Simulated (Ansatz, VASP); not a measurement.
# Two plane-wave programs on Lu

POSCAR

```
Lu
1.0
    3.5048186286      0.0000000000      0.0000000000
   -1.7524093143      3.0352619680      0.0000000000
    0.0000000000      0.0000000000      5.4696750779
Lu
2
Direct
    0.3333333333      0.6666666667      0.2500000000
    0.6666666667      0.3333333333      0.7500000000
```

The input INCAR.step1:

```
PREC = Accurate
ENCUT = 520
ISMEAR = -1
SIGMA = 0.1
LREAL = F
LASPH = T
NELM = 60
NBANDS = 32
GGA = PE
ALGO = Normal
EDIFF = 1E-4
LWAVE = T
LCHARG = F
```

INCAR.step2

```
PREC = Accurate
ENCUT = 520
EDIFF = 1E-6
ISMEAR = -1
SIGMA = 0.1
LREAL = F
LASPH = T
NELM = 60
ALGO = Normal
ISIF = 2
LWAVE = F
LCHARG = T
METAGGA = R2SCAN
LMIXTAU = T
LELF = T
LVHAR = T
NBANDS = 32
ISTART = 1
```

File KPOINTS:

```
Automatic mesh
0
Gamma
  2 2 1
```

Input for Ansatz:

```yaml
crystal:
  lattice:
    - [3.5048186286, 0.0, 0.0]
    - [-1.7524093143, 3.035261968, 0.0]
    - [0.0, 0.0, 5.4696750779]
  atoms:
    - { symbol: Lu, position: [0.3333333333, 0.6666666667, 0.25] }
    - { symbol: Lu, position: [0.6666666667, 0.3333333333, 0.75] }
hamiltonian:
  xc: r2scan
  pseudopotentials:
    kind: paw
    azcp:
      Lu: "pseudopotentials/Lu.paw.azcp"
basis:
  ecutwfc: 500
  fft_grid_basis: typed
kpoints:
  mp_grid: { grid: [2, 2, 1], shift: [0, 0, 0] }
magnetization:
  spin_polarized: false
scf:
  occupations: { method: fermi_dirac, width: 0.1 }
  lower_state_search: "off"
output:
  stress: true
  write_density: true
  write_potential: true
  elf: true
  volumetric_format: npy
```

Alike in both runs: task single point; functional r2SCAN; k mesh 2 × 2 × 1; occupations fermi-dirac, width 0.1 eV; no spin polarisation.

|  | VASP | Ansatz |
| --- | --- | --- |
| version | VASP 6.6.1 | Ansatz 0.2.0 |
| potentials or method | VASP PAW PBE potentials, release 64 (Lu), cutoff 520 eV | plane waves (500 eV) with PAW, scalar-relativistic |
| valence electrons in the cell | 50 | 50 |

|  | VASP | Ansatz | Ansatz less VASP |
| --- | --- | --- | --- |
| pressure (GPa) | -9.2 | -9.4 | -0.22 |
| traceless stress, the component that is largest in VASP (GPa) | -0.39 | -0.55 | -0.158 |

VASP's potentials were made for PBE, not for r2SCAN. The functional is the same, so the differences come from potentials, cutoffs and numerics.

The k mesh is coarse, so the values compare programs but aren't converged. Spin-orbit coupling is off throughout.
